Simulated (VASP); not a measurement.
# Sb (Pm-3m) in VASP: notebook

Sb is run at these levels: PBE-based screened hybrid with 10 % exact exchange, PBE-based screened hybrid with 15 % exact exchange, PBE-based screened hybrid with 20 % exact exchange, PBE-based screened hybrid with 25 % exact exchange; tasks: single point.

Program: VASP 6.6.1. These are calculated values, not measurements. Logs are shortened: lines on timing, memory, paths and dates and some standing lists are left out, and cuts for length are marked.

### Step 1. The cell of the first run

It takes space group Pm-3m (No. 221, cubic). Conventional cell: a = 3.160 Å, b = 3.160 Å, c = 3.160 Å, α = 90.00°, β = 90.00°, γ = 90.00°. Within 4.2 Å of Sb (site symmetry m-3m) lie 6 Sb at 3.16 Å.

This isn't the form of Sb at room conditions, which is rhombohedral.

### Step 2. Single point, PBE-based screened hybrid with 10 % exact exchange

Input file POSCAR:

```
Sb
1.0
    3.1600000000      0.0000000000      0.0000000000
    0.0000000000      3.1600000000      0.0000000000
    0.0000000000      0.0000000000      3.1600000000
Sb
1
Direct
    0.0000000000      0.0000000000      0.0000000000
```

Input file INCAR.step1:

```
PREC     = Accurate       # precision mode
ENCUT    = 520            # plane-wave cutoff, eV
EDIFF    = 1E-5           # SCF threshold, eV
ISMEAR   = -1             # smearing method
SIGMA    = 0.05           # smearing width, eV
LREAL    = F              # projectors in reciprocal space
LASPH    = T              # aspherical terms in the spheres
NELM     = 100            # most SCF steps
ALGO     = Normal         # electronic algorithm
ISIF     = 2              # what is computed and relaxed
LWAVE    = T              # write WAVECAR
LCHARG   = F              # write CHGCAR
NBANDS   = 8              # bands
GGA      = PE             # functional
```

Input file INCAR.step2:

```
PREC     = Accurate       # precision mode
ENCUT    = 520            # plane-wave cutoff, eV
EDIFF    = 1E-6           # SCF threshold, eV
ISMEAR   = -1             # smearing method
SIGMA    = 0.05           # smearing width, eV
LREAL    = F              # projectors in reciprocal space
LASPH    = T              # aspherical terms in the spheres
NELM     = 100            # most SCF steps
ALGO     = Normal         # electronic algorithm
ISIF     = 2              # what is computed and relaxed
LWAVE    = F              # write WAVECAR
LCHARG   = F              # write CHGCAR
GGA      = PE             # functional
LHFCALC  = T              # exact exchange
AEXX     = 0.1            # exact-exchange fraction
HFSCREEN = 0.2            # screening, 1/A
PRECFOCK = Normal       
NBANDS   = 8              # bands
ISTART   = 1
```

Input file KPOINTS:

```
Automatic mesh
0
Gamma
  4 4 4
```

Potentials or basis: VASP PAW PBE potentials, release 64 (Sb).

Launch:

```
> cat potpaw_PBE.64/Sb/POTCAR > POTCAR
> cp INCAR.step1 INCAR
> mpirun -np 1 vasp_std > vasp.out
> cp INCAR.step2 INCAR
> mpirun -np 1 vasp_std > vasp.out
```

OUTCAR:

```text
PREC = Accurate
   ENCUT = 520
   EDIFF = 1E-6
   ISMEAR = -1
   LREAL = F
   LASPH = T
   NELM = 100
   ISIF = 2
   GGA = PE
   LHFCALC = T
   AEXX = 0.1
   HFSCREEN = 0.2
   PRECFOCK = Normal
   ISTART = 1

 ion  position               nearest neighbor table
   1  0.000  0.000  0.000-

  LATTYP: Found a simple cubic cell.
 ALAT       =     3.1600000000

  Lattice vectors:

 A1 = (   3.1600000000,   0.0000000000,   0.0000000000)
 A2 = (   0.0000000000,   3.1600000000,   0.0000000000)
 A3 = (   0.0000000000,   0.0000000000,   3.1600000000)

Analysis of symmetry for initial positions (statically):
=====================================================================
 Subroutine PRICEL returns:
 Original cell was already a primitive cell.

 Routine SETGRP: Setting up the symmetry group for a
 simple cubic supercell.

 Subroutine GETGRP returns: Found 48 space group operations
 (whereof 48 operations were pure point group operations)
 out of a pool of 48 trial point group operations.

The static configuration has the point symmetry O_h .

Analysis of symmetry for dynamics (positions and initial velocities):
=====================================================================
 Subroutine PRICEL returns:
 Original cell was already a primitive cell.

 Routine SETGRP: Setting up the symmetry group for a
 simple cubic supercell.

 Subroutine GETGRP returns: Found 48 space group operations
 (whereof 48 operations were pure point group operations)
 out of a pool of 48 trial point group operations.

The dynamic configuration has the point symmetry O_h .

 Subroutine INISYM returns: Found 48 space group operations
 (whereof 48 operations are pure point group operations),
 and found     1 'primitive' translations

----------------------------------------------------------------------------------------

                                     Primitive cell

  volume of cell :      31.5545

  direct lattice vectors                    reciprocal lattice vectors
     3.160000000  0.000000000  0.000000000     0.316455696  0.000000000  0.000000000
     0.000000000  3.160000000  0.000000000     0.000000000  0.316455696  0.000000000
     0.000000000  0.000000000  3.160000000     0.000000000  0.000000000  0.316455696

  length of vectors
     3.160000000  3.160000000  3.160000000     0.316455696  0.316455696  0.316455696

  position of ions in fractional coordinates (direct lattice)
     0.000000000  0.000000000  0.000000000

  ion indices of the primitive-cell ions
   primitive index   ion index
                 1           1

----------------------------------------------------------------------------------------

 KPOINTS: Automatic mesh

Automatic generation of k-mesh.
 Grid dimensions read from file:
 generate k-points for:    4    4    4

 Generating k-lattice:

  Cartesian coordinates                     Fractional coordinates (reciprocal lattice)
     0.079113924  0.000000000  0.000000000     0.250000000  0.000000000  0.000000000
     0.000000000  0.079113924  0.000000000     0.000000000  0.250000000  0.000000000
     0.000000000  0.000000000  0.079113924     0.000000000  0.000000000  0.250000000

  Length of vectors
     0.079113924  0.079113924  0.079113924

  Shift w.r.t. Gamma in fractional coordinates (k-lattice)
     0.000000000  0.000000000  0.000000000

 Subroutine IBZKPT returns following result:
 ===========================================

 Found     10 irreducible k-points:

 Following reciprocal coordinates:
            Coordinates               Weight
  0.000000  0.000000  0.000000      1.000000
  0.250000  0.000000  0.000000      6.000000
  0.500000  0.000000  0.000000      3.000000
  0.250000  0.250000  0.000000     12.000000
  0.500000  0.250000  0.000000     12.000000
  0.500000  0.500000  0.000000      3.000000
  0.250000  0.250000  0.250000      8.000000
  0.500000  0.250000  0.250000     12.000000
  0.500000  0.500000  0.250000      6.000000
  0.500000  0.500000  0.500000      1.000000
   k-points           NKPTS =     10   k-points in BZ     NKDIM =     64   number of bands    NBANDS=      8
   number of dos      NEDOS =    301   number of ions     NIONS =      1
   total plane-waves  NPLWV =  13824
   dimension x,y,z NGX =    24 NGY =   24 NGZ =   24
   dimension x,y,z NGXF=    48 NGYF=   48 NGZF=   48
   ions per type =               1
   NGX,Y,Z   is equivalent  to a cutoff of  12.63, 12.63, 12.63 a.u.
   NGXF,Y,Z  is equivalent  to a cutoff of  25.25, 25.25, 25.25 a.u.
 SYSTEM =  unknown system
   PREC   = accura    normal or accurate (medium, high low for compatibility)
   ISTART =      1    job   : 0-new  1-cont  2-samecut
   ICHARG =      0    charge: 1-file 2-atom 10-const
   ISPIN  =      1    spin polarized calculation?
   LNONCOLLINEAR =      F non collinear calculations
   LSORBIT =      F    spin-orbit coupling
   LASPH  =      T    aspherical Exc in radial PAW
   ENCUT  =  520.0 eV  38.22 Ry    6.18 a.u.   5.88  5.88  5.88*2*pi/ulx,y,z
[... 50 lines left out ...]
  ---------------------------------------------------
  ext. energy  EPLUGINS =         0.00000000
  ---------------------------------------------------
  free energy    TOTEN  =        -3.99514974 eV

  energy without entropy =       -3.98512965  energy(sigma->0) =       -3.99013969

 E-fermi :   6.4727     XC(G=0):  -8.7815

 val. band max:        5.8412403031   @ k =   0.2500   0.2500   0.2500
 cond. band min:       6.5709049306   @ k =   0.5000   0.2500   0.0000
 fundamental gap:      0.7296646275
 Fermi energy:         6.4726529677

 k-point     1 :       0.0000    0.0000    0.0000
  band No.  band energies     occupation
      1      -6.1814      2.00000
      2       9.6493      0.00000
      3       9.6493      0.00000
      4       9.6493      0.00000
      5      13.4009      0.00000
      6      13.4009      0.00000
      7      14.5458      0.00000
      8      23.9501      0.00000

 k-point     2 :       0.2500    0.0000    0.0000
  band No.  band energies     occupation
      1      -5.3228      2.00000
      2       4.4036      2.00000
      3      10.4499      0.00000
      4      10.4499      0.00000
      5      14.1070      0.00000
      6      14.9262      0.00000
      7      19.8633      0.00000
      8      20.3368      0.00000

 k-point     3 :       0.5000    0.0000    0.0000
  band No.  band energies     occupation
      1      -3.8583      2.00000
      2       0.8602      2.00000
      3      11.5767      0.00000
      4      11.5767      0.00000
      5      15.4269      0.00000
      6      17.1458      0.00000
      7      17.7782      0.00000
      8      17.9149      0.00000

 k-point     4 :       0.2500    0.2500    0.0000
  band No.  band energies     occupation
      1      -4.4586      2.00000
      2       5.0438      2.00000
      3       5.4562      2.00000
      4      11.2531      0.00000
      5      14.5719      0.00000
      6      15.5541      0.00000
      7      20.3333      0.00000
      8      20.8450      0.00000

 k-point     5 :       0.5000    0.2500    0.0000
  band No.  band energies     occupation
      1      -2.9707      2.00000
      2       1.6729      2.00000
      3       6.5709      0.24585
      4      11.8233      0.00000
      5      12.3804      0.00000
      6      17.1142      0.00000
      7      18.5175      0.00000
      8      18.5720      0.00000

 k-point     6 :       0.5000    0.5000    0.0000
  band No.  band energies     occupation
      1      -1.3709      2.00000
      2       2.8815      2.00000
      3       2.8815      2.00000
      4       8.8913      0.00000
      5      13.4863      0.00000
      6      19.0523      0.00000
      7      19.7406      0.00000
      8      19.8593      0.00000

 k-point     7 :       0.2500    0.2500    0.2500
  band No.  band energies     occupation
      1      -3.5892      2.00000
      2       5.8412      1.99999
      3       5.8412      1.99999
      4       6.6055      0.13118
      5      15.0997      0.00000
      6      15.8845      0.00000
      7      15.8845      0.00000
      8      20.9425      0.00000

 k-point     8 :       0.5000    0.2500    0.2500
  band No.  band energies     occupation
      1      -2.0777      2.00000
      2       2.4756      2.00000
      3       7.0107      0.00004
      4       7.8268      0.00000
      5      12.2176      0.00000
      6      13.1286      0.00000
      7      17.0289      0.00000
      8      20.3435      0.00000

 k-point     9 :       0.5000    0.5000    0.2500
  band No.  band energies     occupation
      1      -0.4480      2.00000
      2       3.6561      2.00000
      3       3.6561      2.00000
      4       8.6920      0.00000
      5       9.7311      0.00000
      6      14.2201      0.00000
      7      14.2201      0.00000
      8      17.2034      0.00000

 k-point    10 :       0.5000    0.5000    0.5000
  band No.  band energies     occupation
      1       1.3745      2.00000
      2       4.7525      2.00000
      3       4.7525      2.00000
      4       4.7525      2.00000
      5      11.4690      0.00000
      6      11.4690      0.00000
      7      11.4690      0.00000
      8      13.7168      0.00000

------------------------ aborting loop because EDIFF is reached ----------------------------------------

  FORCE on cell =-STRESS in cart. coord.  units (eV):
  Direction    XX          YY          ZZ          XY          YZ          ZX
  --------------------------------------------------------------------------------------
  -------------------------------------------------------------------------------------
  Total       -0.8500595     -0.8500595     -0.8500595     -0.0000000      0.0000000      0.0000000
  in kB      -43.1617109    -43.1617109    -43.1617109     -0.0000000      0.0000000      0.0000000
  external PRESSURE =     -43.1617109 kB  Pullay stress =       0.0000000 kB

 VOLUME and BASIS-vectors are now :
 -----------------------------------------------------------------------------
  energy-cutoff  :      520.00
  volume of cell :       31.55
      direct lattice vectors                 reciprocal lattice vectors
     3.160000000  0.000000000  0.000000000     0.316455696  0.000000000  0.000000000
     0.000000000  3.160000000  0.000000000     0.000000000  0.316455696  0.000000000
     0.000000000  0.000000000  3.160000000     0.000000000  0.000000000  0.316455696

 POSITION                                       TOTAL-FORCE (eV/Angst)
 -----------------------------------------------------------------------------------
      0.00000      0.00000      0.00000         0.000000      0.000000      0.000000
 -----------------------------------------------------------------------------------
    total drift:                               -0.000000     -0.000000     -0.000000

  FREE ENERGIE OF THE ION-ELECTRON SYSTEM (eV)
  ---------------------------------------------------
  free  energy   TOTEN  =        -3.9951497359 eV

  energy  without entropy=       -3.9851296483  energy(sigma->0) =       -3.99013969
```

Run time: 69 s. Hardware: 1 thread of Intel Xeon 8259CL, shared host; peak memory 0.24 GiB.

What came out:

| Quantity | Value |
| --- | --- |
| Free energy | -3.9951 eV |
| Pressure | -4.3 GPa |
| Band gap on the k mesh | zero (an odd number of electrons rules out a gap without spin polarisation) |

Caveat: the k points lie up to 0.50 Å⁻¹ apart, too coarse for converged energies and pressures of a metal; the PAW data sets were made with another functional, which shifts forces and pressure a little; spin-orbit coupling is left out, which moves the levels of the heavy elements.

### Step 3. Single point, PBE-based screened hybrid with 15 % exact exchange

POSCAR is that of step 2.

Input file INCAR.step1:

```
SYSTEM = Sb
ALGO     = Normal         ! electronic algorithm
EDIFF    = 1E-5           ! SCF threshold, eV
ENCUT    = 520            ! plane-wave cutoff, eV
GGA      = PE             ! functional
ISIF     = 2              ! what is computed and relaxed
ISMEAR   = -1             ! smearing method
LASPH    = .True.         ! aspherical terms in the spheres
LCHARG   = .False.        ! write CHGCAR
LREAL    = .False.        ! projectors in reciprocal space
LWAVE    = .True.         ! write WAVECAR
NBANDS   = 8              ! bands
NELM     = 100            ! most SCF steps
PREC     = Accurate       ! precision mode
SIGMA    = 0.05           ! smearing width, eV
```

Input file INCAR.step2:

```
SYSTEM = Sb
AEXX     = 0.15           ! exact-exchange fraction
ALGO     = Normal         ! electronic algorithm
EDIFF    = 1E-7           ! SCF threshold, eV
ENCUT    = 520            ! plane-wave cutoff, eV
GGA      = PE             ! functional
HFSCREEN = 0.2            ! screening, 1/A
ISIF     = 2              ! what is computed and relaxed
ISMEAR   = -1             ! smearing method
ISTART   = 1            
LASPH    = .True.         ! aspherical terms in the spheres
LCHARG   = .False.        ! write CHGCAR
LHFCALC  = .True.         ! exact exchange
LREAL    = .False.        ! projectors in reciprocal space
LWAVE    = .False.        ! write WAVECAR
NBANDS   = 8              ! bands
NELM     = 100            ! most SCF steps
PREC     = Accurate       ! precision mode
PRECFOCK = Normal       
SIGMA    = 0.05           ! smearing width, eV
```

Input file KPOINTS:

```
k-points
0
Gamma
  4 4 4
  0 0 0
```

Potentials or basis: VASP PAW PBE potentials, release 64 (Sb).

Launch:

```
> cat potpaw_PBE.64/Sb/POTCAR > POTCAR
> cp INCAR.step1 INCAR
> mpirun -np 1 vasp_std > vasp.out
> cp INCAR.step2 INCAR
> mpirun -np 1 vasp_std > vasp.out
```

Wall time 2.3 min (1 thread of Intel Xeon 8259CL, shared host); peak memory 0.24 GiB.

The run converged. Its results:

* Free energy: -4.1631 eV
* Pressure: -4.9 GPa
* Band gap on the k mesh: zero (an odd number of electrons rules out a gap without spin polarisation)

Levels at points of the mesh, in eV from the Fermi level:
```
           k point  band 1  band 2  band 3  band 4  band 5  band 6  band 7
(0.00, 0.00, 0.00)  -12.95    3.24    3.24    3.24    7.00    7.00    8.18
(0.50, 0.00, 0.00)  -10.58   -5.79    5.22    5.22    9.05   10.82   11.45
(0.50, 0.50, 0.00)   -8.01   -3.71   -3.71    2.47    7.17   12.72   13.40
(0.50, 0.50, 0.50)   -5.17   -1.79   -1.79   -1.79    5.07    5.07    5.07
```

Caveat: the k points lie up to 0.50 Å⁻¹ apart, too coarse for converged energies and pressures of a metal; the PAW data sets were made with another functional, which shifts forces and pressure a little; spin-orbit coupling is left out, which moves the levels of the heavy elements.

### Step 4. Single point, PBE-based screened hybrid with 20 % exact exchange

POSCAR is that of step 3.

Input file INCAR.step1:

```
  PREC = Accurate
  ENCUT = 520
  EDIFF = 1E-5
  ISMEAR = -1
  SIGMA = 0.05
  LREAL = False
  LASPH = True
  NELM = 100
  ALGO = Normal
  ISIF = 2
  LWAVE = True
  LCHARG = False
  GGA = PE
  NBANDS = 8
```

Input file INCAR.step2:

```
  PREC = Accurate
  ENCUT = 520
  EDIFF = 1E-7
  ISMEAR = -1
  SIGMA = 0.05
  LREAL = False
  LASPH = True
  NELM = 100
  ALGO = Normal
  ISIF = 2
  LWAVE = False
  LCHARG = False
  GGA = PE
  LHFCALC = True
  AEXX = 0.2
  HFSCREEN = 0.2
  PRECFOCK = Normal
  ISTART = 1
  NBANDS = 8
```

Input file KPOINTS:

```
Automatic mesh
0
Gamma
  4 4 4
```

Launch:

```
> cat potpaw_PBE.64/Sb/POTCAR > POTCAR
> cp INCAR.step1 INCAR
> mpirun -np 1 vasp_std > vasp.out
> cp INCAR.step2 INCAR
> mpirun -np 1 vasp_std > vasp.out
```

Run time: 2.3 min. Hardware: 1 thread of Intel Xeon 8259CL, shared host; peak memory 0.23 GiB.

It converged, with:

```yaml
Free_energy: -4.3456 eV
Pressure: -5.6 GPa
Band_gap_on_the_k_mesh: zero (an odd number of electrons rules out a gap without spin polarisation)
```

Levels at points of the mesh, in eV from the Fermi level:
```csv
k point,band 1,band 2,band 3,band 4,band 5
"(0.00, 0.00, 0.00)",-13.25,3.31,3.31,3.31,7.07
"(0.50, 0.00, 0.00)",-10.82,-5.96,5.34,5.34,9.15
"(0.50, 0.50, 0.00)",-8.17,-3.83,-3.83,2.52,7.33
"(0.50, 0.50, 0.50)",-5.24,-1.86,-1.86,-1.86,5.15
```

Caveat: the k points lie up to 0.50 Å⁻¹ apart, too coarse for converged energies and pressures of a metal; the PAW data sets were made with another functional, which shifts forces and pressure a little; spin-orbit coupling is left out, which moves the levels of the heavy elements.

### Step 5. Single point, PBE-based screened hybrid with 25 % exact exchange

POSCAR is that of step 4.

Input file INCAR.step1:

```
SYSTEM = Sb
ALGO = Normal
EDIFF = 1E-5
ENCUT = 520
GGA = PE
ISIF = 2
ISMEAR = -1
LASPH = .TRUE.
LCHARG = .FALSE.
LREAL = .FALSE.
LWAVE = .TRUE.
NBANDS = 8
NELM = 80
PREC = Accurate
SIGMA = 0.05
```

Input file INCAR.step2:

```
SYSTEM = Sb
AEXX = 0.25
ALGO = Normal
EDIFF = 1E-6
ENCUT = 520
GGA = PE
HFSCREEN = 0.2
ISIF = 2
ISMEAR = -1
ISTART = 1
LASPH = .TRUE.
LCHARG = .FALSE.
LHFCALC = .TRUE.
LREAL = .FALSE.
LWAVE = .FALSE.
NBANDS = 8
NELM = 80
PREC = Accurate
PRECFOCK = Normal
SIGMA = 0.05
```

Input file KPOINTS:

```
k-points
0
G
  4 4 4
  0 0 0
```

Launch:

```
> cat potpaw_PBE.64/Sb/POTCAR > POTCAR
> cp INCAR.step1 INCAR
> mpirun -np 1 vasp_std > vasp.out
> cp INCAR.step2 INCAR
> mpirun -np 1 vasp_std > vasp.out
```

Run time: 1.9 min. Hardware: 1 thread of Intel Xeon 8259CL, shared host; peak memory 0.24 GiB.

The run converged. Its results:

* Free energy: -4.5452 eV
* Pressure: -6.4 GPa
* Band gap on the k mesh: zero (an odd number of electrons rules out a gap without spin polarisation)

Levels at points of the mesh, in eV from the Fermi level:
```
           k point  band 1  band 2  band 3  band 4  band 5  band 6
(0.00, 0.00, 0.00)  -13.54    3.37    3.37    3.37    7.14    7.14
(0.50, 0.00, 0.00)  -11.05   -6.13    5.45    5.45    9.25   11.12
(0.50, 0.50, 0.00)   -8.32   -3.94   -3.94    2.58    7.49   13.01
(0.50, 0.50, 0.50)   -5.29   -1.93   -1.93   -1.93    5.24    5.24
```

Caveat: the k points lie up to 0.50 Å⁻¹ apart, too coarse for converged energies and pressures of a metal; the PAW data sets were made with another functional, which shifts forces and pressure a little; spin-orbit coupling is left out, which moves the levels of the heavy elements.

### Step 6. Summary

| level | share of exact exchange | gap on the mesh (eV) | pressure (GPa) |
| --- | --- | --- | --- |
| PBE-based screened hybrid with 10 % exact exchange | 0.1 | none | -4.3 |
| PBE-based screened hybrid with 15 % exact exchange | 0.15 | none | -4.9 |
| PBE-based screened hybrid with 20 % exact exchange | 0.2 | none | -5.6 |
| PBE-based screened hybrid with 25 % exact exchange | 0.25 | none | -6.4 |

Alike in all rows: task single point; potentials or basis VASP PAW PBE potentials, release 64 (Sb); no spin polarisation; cell as given; k mesh 4 × 4 × 4; cutoff (eV) 520; smearing fermi-dirac 0.05 eV.

Caveats: all runs use coarse meshes; the PAW data sets were made with another functional, which shifts forces and pressure a little; spin-orbit coupling is left out, which moves the levels of the heavy elements.

Absolute energies hang on the potentials; compare differences alone.
